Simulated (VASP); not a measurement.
# Zn (P6_3/mmc) in VASP: a series of runs, part 3 of 3

VASP 6.6.1. Earlier steps stand in the parts before.

## (4) Single point, PBEsol

This run uses another cell than the first one, of the same volume but with other edges.

INCAR reads:

```
SYSTEM = Zn
PREC = Accurate ; ENCUT = 520
EDIFF = 1E-6 ; ISMEAR = 0
SIGMA = 0.15 ; LREAL = .False.
LASPH = .True. ; NELM = 100
ALGO = Fast ; ISIF = 2
LWAVE = .False. ; LCHARG = .True.
GGA = PS ; LELF = .True.
LVHAR = .True. ; NBANDS = 19
```

KPOINTS reads:

```
regular mesh
0
Gamma
  24 24 12
  0 0 0
```

POSCAR reads:

```
Zn
1.0
    2.4416487358      0.0000000000      0.0000000000
   -1.2208243679      2.1145298323      0.0000000000
    0.0000000000      0.0000000000      5.8922044479
Zn
2
Direct
    0.3333333333      0.6666666667      0.2500000000
    0.6666666667      0.3333333333      0.7500000000
```

Potentials or basis: VASP PAW PBE potentials, release 64 (Zn).

Command:

```sh
$ cat potpaw_PBE.64/Zn/POTCAR > POTCAR
$ mpirun -np 1 vasp_std > vasp.out
```

OUTCAR:

```text
SYSTEM = Zn
   PREC = Accurate
   ENCUT = 520
   EDIFF = 1E-6
   ISMEAR = 0
   LREAL = .False.
   LASPH = .True.
   NELM = 100
   ISIF = 2
   GGA = PS

 ion  position               nearest neighbor table
   1  0.333  0.667  0.250-
   2  0.667  0.333  0.750-

  LATTYP: Found a hexagonal cell.
 ALAT       =     2.4416487358
 C/A-ratio  =     2.4132072568

  Lattice vectors:

 A1 = (   2.4416487358,   0.0000000000,   0.0000000000)
 A2 = (  -1.2208243679,   2.1145298323,   0.0000000000)
 A3 = (   0.0000000000,   0.0000000000,   5.8922044479)

Analysis of symmetry for initial positions (statically):
=====================================================================
 Subroutine PRICEL returns:
 Original cell was already a primitive cell.

 Routine SETGRP: Setting up the symmetry group for a
 hexagonal supercell.

 Subroutine GETGRP returns: Found 24 space group operations
 (whereof 12 operations were pure point group operations)
 out of a pool of 24 trial point group operations.

The static configuration has the point symmetry D_3d.
 The point group associated with its full space group is D_6h.

Analysis of symmetry for dynamics (positions and initial velocities):
=====================================================================
 Subroutine PRICEL returns:
 Original cell was already a primitive cell.

 Routine SETGRP: Setting up the symmetry group for a
 hexagonal supercell.

 Subroutine GETGRP returns: Found 24 space group operations
 (whereof 12 operations were pure point group operations)
 out of a pool of 24 trial point group operations.

The dynamic configuration has the point symmetry D_3d.
 The point group associated with its full space group is D_6h.

 Subroutine INISYM returns: Found 24 space group operations
 (whereof 12 operations are pure point group operations),
 and found     1 'primitive' translations

----------------------------------------------------------------------------------------

                                     Primitive cell

  volume of cell :      30.4211

  direct lattice vectors                    reciprocal lattice vectors
     2.441648736  0.000000000  0.000000000     0.409559322  0.236459185  0.000000000
    -1.220824368  2.114529832  0.000000000     0.000000000  0.472918369  0.000000000
     0.000000000  0.000000000  5.892204448     0.000000000  0.000000000  0.169715767

  length of vectors
     2.441648736  2.441648736  5.892204448     0.472918369  0.472918369  0.169715767

  position of ions in fractional coordinates (direct lattice)
     0.333333333  0.666666667  0.250000000
     0.666666667  0.333333333  0.750000000

  ion indices of the primitive-cell ions
   primitive index   ion index
                 1           1
                 2           2

----------------------------------------------------------------------------------------

 KPOINTS: regular mesh

Automatic generation of k-mesh.
 Grid dimensions read from file:
 generate k-points for:   24   24   12

 Generating k-lattice:

  Cartesian coordinates                     Fractional coordinates (reciprocal lattice)
     0.017064972  0.009852466  0.000000000     0.041666667 -0.000000000  0.000000000
     0.000000000  0.019704932  0.000000000     0.000000000  0.041666667  0.000000000
     0.000000000  0.000000000  0.014142981     0.000000000  0.000000000  0.083333333

  Length of vectors
     0.019704932  0.019704932  0.014142981

  Shift w.r.t. Gamma in fractional coordinates (k-lattice)
     0.000000000  0.000000000  0.000000000

 Subroutine IBZKPT returns following result:
 ===========================================

 Found    427 irreducible k-points:

 Following reciprocal coordinates:
            Coordinates               Weight
  0.000000  0.000000  0.000000      1.000000
  0.041667  0.000000  0.000000      6.000000
  0.083333 -0.000000  0.000000      6.000000
  0.125000  0.000000  0.000000      6.000000
  0.166667 -0.000000  0.000000      6.000000
  0.208333  0.000000  0.000000      6.000000
[... 16 lines left out ...]
  0.416667  0.041667  0.000000     12.000000
  0.458333  0.041667  0.000000     12.000000
 [... further k-points ...]
   k-points           NKPTS =    427   k-points in BZ     NKDIM =    427   number of bands    NBANDS=     19
   number of dos      NEDOS =    301   number of ions     NIONS =      2
   total plane-waves  NPLWV =  15552
   dimension x,y,z NGX =    18 NGY =   18 NGZ =   48
   dimension x,y,z NGXF=    36 NGYF=   36 NGZF=   96
   ions per type =               2
   NGX,Y,Z   is equivalent  to a cutoff of  12.26, 12.26, 13.54 a.u.
   NGXF,Y,Z  is equivalent  to a cutoff of  24.51, 24.51, 27.09 a.u.
 SYSTEM =  Zn
   PREC   = accura    normal or accurate (medium, high low for compatibility)
   ISTART =      0    job   : 0-new  1-cont  2-samecut
   ICHARG =      2    charge: 1-file 2-atom 10-const
   ISPIN  =      1    spin polarized calculation?
   LNONCOLLINEAR =      F non collinear calculations
   LSORBIT =      F    spin-orbit coupling
   LASPH  =      T    aspherical Exc in radial PAW
   ENCUT  =  520.0 eV  38.22 Ry    6.18 a.u.   4.54  4.54 10.96*2*pi/ulx,y,z
   NELM   =    100;   NELMIN=  2; NELMDL= -5     # of ELM steps
   EDIFF  = 0.1E-05   stopping-criterion for ELM
   LREAL  =      F    real-space projection
   EDIFFG = 0.1E-04   stopping-criterion for IOM
   NSW    =      0    number of steps for IOM
   IBRION =     -1    ionic relax: 0-MD 1-quasi-New 2-CG
   NFREE  =      0    steps in history (QN), initial steepest desc. (CG)
   ISIF   =      2    stress and relaxation
   ISYM   =      2    0-nonsym 1-usesym 2-fastsym
   POTIM  = 0.5000    time-step for ionic-motion
   TEBEG  =    0.0;   TEEND  =   0.0 temperature during run
   PSTRESS=    0.0 pullay stress
   NELECT =      24.0000    total number of electrons
   NUPDOWN=      -1.0000    fix difference up-down
   EMIN   =  10.00;   EMAX   =-10.00  energy-range for DOS
   EFERMI =   0.00;   METHOD = LEGACY
   ISMEAR =     0;   SIGMA  =   0.15  broadening in eV -4-tet -1-fermi 0-gaus
   EFERMI_NEDOS =   21; number of points for ismear=-14 and -15
   IALGO  =     68    algorithm
   IMIX   =      4    mixing-type and parameters
     AMIX     =   0.40;   BMIX     =  1.00
     AMIX_MAG =   1.60;   BMIX_MAG =  1.00
  volume/ion in A,a.u.               =      15.21       102.65
  Fermi-wavevector in a.u.,A,eV,Ry     =   1.512703  2.858594 31.133805  2.288270
  Thomas-Fermi vector in A             =   2.622592
   LORBIT       =      0    0 simple, 1 ext, 2 COOP (PROOUT), +10 PAW based schemes
   GGA     = PS    functional components
   LHFCALC =     F    Hartree Fock is set to
   AEXX    =    0.0000 exact exchange contribution
   IVDW    =     0    specifies the selected vdW correction
   LEPSILON=     F    determine dielectric tensor
   LRPA    =     F    only Hartree local field effects (RPA)
 non-spin polarized calculation
 RMM-DIIS sequential band-by-band and
 Gauss-broadening in eV      SIGMA  =   0.15
  energy-cutoff  :      520.00
  volume of cell :       30.42
 maximum number of plane-waves:       843
   NGX =  9   NGY =  9   NGZ = 21

 number of electron      24.0000038 magnetization

 Free energy of the ion-electron system (eV)
  ---------------------------------------------------
  ext. energy  EPLUGINS =         0.00000000
  ---------------------------------------------------
  free energy    TOTEN  =        -2.93046482 eV

  energy without entropy =       -2.92486691  energy(sigma->0) =       -2.92766586

 E-fermi :   2.5879     XC(G=0): -11.5767

 val. band max:        2.5821548448   @ k =   0.2917   0.2083   0.0000
 cond. band min:       2.5943367665   @ k =   0.3333   0.1667   0.0000
 fundamental gap:      0.0121819216
 Fermi energy:         2.5879493060

 k-point     1 :       0.0000    0.0000    0.0000
  band No.  band energies     occupation
      1      -7.8051      2.00000
      2      -6.6916      2.00000
      3      -5.3989      2.00000
      4      -5.0579      2.00000
      5      -5.0579      2.00000
      6      -5.0475      2.00000
[... 11 lines left out ...]
     18      26.7587      0.00000
     19      27.2490      0.00000
[... 485 lines left out ...]
 k-point    24 :       0.4583    0.0417    0.0000
  band No.  band energies     occupation
      1      -6.1149      2.00000
      2      -6.0950      2.00000
      3      -5.5137      2.00000
      4      -5.2790      2.00000
      5      -4.6036      2.00000
      6      -4.5504      2.00000
[... 11 lines left out ...]
     18      18.1083      0.00000
     19      19.0534      0.00000

 [... further k-points ...]

------------------------ aborting loop because EDIFF is reached ----------------------------------------

  FORCE on cell =-STRESS in cart. coord.  units (eV):
  Direction    XX          YY          ZZ          XY          YZ          ZX
  --------------------------------------------------------------------------------------
  -------------------------------------------------------------------------------------
  Total        2.5737805      2.5737805     -1.0222414      0.0000000     -0.0000000      0.0000000
  in kB      135.5524217    135.5524217    -53.8380415      0.0000000     -0.0000000      0.0000000
  external PRESSURE =      72.4222673 kB  Pullay stress =       0.0000000 kB

 VOLUME and BASIS-vectors are now :
 -----------------------------------------------------------------------------
  energy-cutoff  :      520.00
  volume of cell :       30.42
      direct lattice vectors                 reciprocal lattice vectors
     2.441648736  0.000000000  0.000000000     0.409559322  0.236459185  0.000000000
    -1.220824368  2.114529832  0.000000000     0.000000000  0.472918369  0.000000000
     0.000000000  0.000000000  5.892204448     0.000000000  0.000000000  0.169715767

 POSITION                                       TOTAL-FORCE (eV/Angst)
 -----------------------------------------------------------------------------------
     -0.00000      1.40969      1.47305         0.000000     -0.000000      0.000000
      1.22082      0.70484      4.41915        -0.000000      0.000000      0.000000
 -----------------------------------------------------------------------------------
    total drift:                               -0.000000      0.000000      0.000000

  FREE ENERGIE OF THE ION-ELECTRON SYSTEM (eV)
  ---------------------------------------------------
  free  energy   TOTEN  =        -2.9304648197 eV

  energy  without entropy=       -2.9248669086  energy(sigma->0) =       -2.92766586
```

OSZICAR:

```text
N       E                     dE             d eps       ncg     rms          rms(c)
DAV:   1     0.115898636180E+03    0.11590E+03   -0.12448E+04 16613   0.200E+03
DAV:   2     0.223340295980E+01   -0.11367E+03   -0.10986E+03 16290   0.299E+02
DAV:   3    -0.325407334162E+01   -0.54875E+01   -0.54673E+01 18035   0.724E+01
DAV:   4    -0.328881380914E+01   -0.34740E-01   -0.34732E-01 17936   0.601E+00
DAV:   5    -0.328885931660E+01   -0.45507E-04   -0.45507E-04 17792   0.196E-01    0.527E+00
RMM:   6    -0.296326799329E+01    0.32559E+00   -0.11527E+00 18960   0.129E+01    0.345E+00
RMM:   7    -0.294137694697E+01    0.21891E-01   -0.41736E-02 19193   0.274E+00    0.170E+00
RMM:   8    -0.293058013620E+01    0.10797E-01   -0.10238E-02 18551   0.837E-01    0.153E-01
RMM:   9    -0.293052025272E+01    0.59883E-04   -0.19992E-03 19883   0.619E-01    0.953E-02
RMM:  10    -0.293046352773E+01    0.56725E-04   -0.22212E-04 19457   0.143E-01    0.172E-02
RMM:  11    -0.293046566739E+01   -0.21397E-05   -0.18914E-05 19266   0.447E-02    0.127E-02
RMM:  12    -0.293046495764E+01    0.70975E-06   -0.11512E-05 19404   0.407E-02    0.486E-03
RMM:  13    -0.293046481971E+01    0.13793E-06   -0.78592E-07 11166   0.112E-02
   1 F= -.29304648E+01 E0= -.29276659E+01  d E =-.559791E-02
```

stdout:

```text
POSCAR found type information on POSCAR Zn
 POSCAR found :  1 types and       2 ions
 scaLAPACK will be used
 -----------------------------------------------------------------------------
|                                                                             |
|                                                                             |
|     You enforced a specific xc type in the INCAR file but a different       |
|     I HOPE YOU KNOW WHAT YOU ARE DOING!                                     |
|                                                                             |
 -----------------------------------------------------------------------------

 LDA part: xc-table for (Slater+PW92), standard interpolation
 POSCAR, INCAR and KPOINTS ok, starting setup
 FFT: planning ... GRIDC
 FFT: planning ... GRID_SOFT
 FFT: planning ... GRID
 WAVECAR not read
 entering main loop
WARNING in EDDRMM: call to ZHEGV failed, returncode =   8  4     17
WARNING in EDDRMM: call to ZHEGV failed, returncode =   8  4     19
```

It took 2.5 min on 1 thread of AMD EPYC 7R13 (Zen 3), shared host; peak memory 0.27 GiB.

What came out:

| Item | Value |
| --- | --- |
| Free energy | -2.9305 eV |
| Pressure | 7.2 GPa |
| Band gap on the k mesh | zero (bands 12 and 13 overlap by 6.73 eV) |

Levels at points of the mesh, in eV from the Fermi level:
| k point | band 8 | band 9 | band 10 | band 11 | band 12 | band 13 | band 14 | band 15 | band 16 | band 17 |
| --- | --- | --- | --- | --- | --- | --- | --- | --- | --- | --- |
| (0.00, 0.00, 0.00) | -6.90 | -6.90 | -6.85 | -6.85 | -5.19 | -4.09 | 6.56 | 10.99 | 23.29 | 23.63 |
| (0.50, 0.00, 0.00) | -6.96 | -6.46 | -6.46 | -1.76 | -0.86 | 2.14 | 3.73 | 4.46 | 6.14 | 14.45 |
| (0.00, 0.00, 0.50) | -7.50 | -6.88 | -6.88 | -6.88 | -6.88 | 0.82 | 0.82 | 18.63 | 18.63 | 23.67 |
| (0.50, 0.00, 0.50) | -7.01 | -6.46 | -6.46 | -1.23 | -1.23 | 1.73 | 1.73 | 8.09 | 8.09 | 11.48 |

Caveat: the cell stands under pressure; the PAW data sets were made with another functional, which shifts forces and pressure a little.

## (5) Summary

```csv
cell,gap on the mesh (eV),pressure (GPa)
"a = 2.622, b = 2.622, c = 5.110 Å, angles 90.0, 90.0, 120.0°, 2 atoms",none,-3.6
"a = 2.871, b = 2.871, c = 4.263 Å, angles 90.0, 90.0, 120.0°, 2 atoms",none,-5.4
"a = 2.442, b = 2.442, c = 5.892 Å, angles 90.0, 90.0, 120.0°, 2 atoms",none,7.2
```

Alike in all rows: task single point; level PBEsol; potentials or basis VASP PAW PBE potentials, release 64 (Zn); no spin polarisation; k mesh 24 × 24 × 12; cutoff (eV) 520; smearing gaussian 0.15 eV.

Caveats: the PAW data sets were made with another functional, which shifts forces and pressure a little; the cell stands under tension (at least some runs); the cell stands under pressure (at least some runs).

Total energies depend on the potentials used, so only differences within one code and one set of settings carry meaning.
